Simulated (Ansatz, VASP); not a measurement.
## Two plane-wave programs on P

File INCAR:

```
  PREC = Accurate
  ENCUT = 520
  EDIFF = 1E-6
  ISMEAR = -1
  SIGMA = 0.1
  LREAL = F
  LASPH = T
  NELM = 60
  ALGO = Normal
  ISIF = 2
  LWAVE = F
  LCHARG = F
  GGA = PS
  NBANDS = 8
```

The input KPOINTS:

```
regular mesh
0
Gamma
  16 16 16
```

POSCAR

```
P
1.0
    0.0000000000      1.8306729223      1.8306729223
    1.8306729223      0.0000000000      1.8306729223
    1.8306729223      1.8306729223      0.0000000000
P
1
Direct
    0.0000000000      0.0000000000      0.0000000000
```

Input for Ansatz:

```yaml
crystal:
  lattice:
    - [0.0, 1.8306729223, 1.8306729223]
    - [1.8306729223, 0.0, 1.8306729223]
    - [1.8306729223, 1.8306729223, 0.0]
  atoms:
    - { symbol: P, position: [0.0, 0.0, 0.0] }
hamiltonian:
  xc: pbesol
  pseudopotentials:
    kind: paw
    azcp:
      P: "pseudopotentials/P.paw.azcp"
basis:
  ecutwfc: 420
  fft_grid_basis: typed
kpoints:
  mp_grid: { grid: [16, 16, 16], shift: [0, 0, 0] }
magnetization:
  spin_polarized: false
scf:
  occupations: { method: fermi_dirac, width: 0.1 }
  lower_state_search: "off"
output:
  stress: true
  write_density: true
  write_potential: true
  elf: true
  volumetric_format: npy
```

Alike in both runs: task single point; functional PBEsol; k mesh 16 × 16 × 16; occupations fermi-dirac, width 0.1 eV; no spin polarisation.

```csv
,VASP,Ansatz
version,VASP 6.6.1,Ansatz 0.2.0
potentials or method,"VASP PAW PBE potentials, release 64 (P), cutoff 520 eV","plane waves (420 eV) with PAW, scalar-relativistic"
valence electrons in the cell,5,5
```

|  | VASP | Ansatz | Ansatz less VASP |
| --- | --- | --- | --- |
| pressure (GPa) | 17.9 | 17.7 | -0.20 |

VASP's potentials were made for PBE, not for PBEsol, and Ansatz warns of the same on its side. With one functional, cell and mesh, what is left measures potentials, basis and numerics.
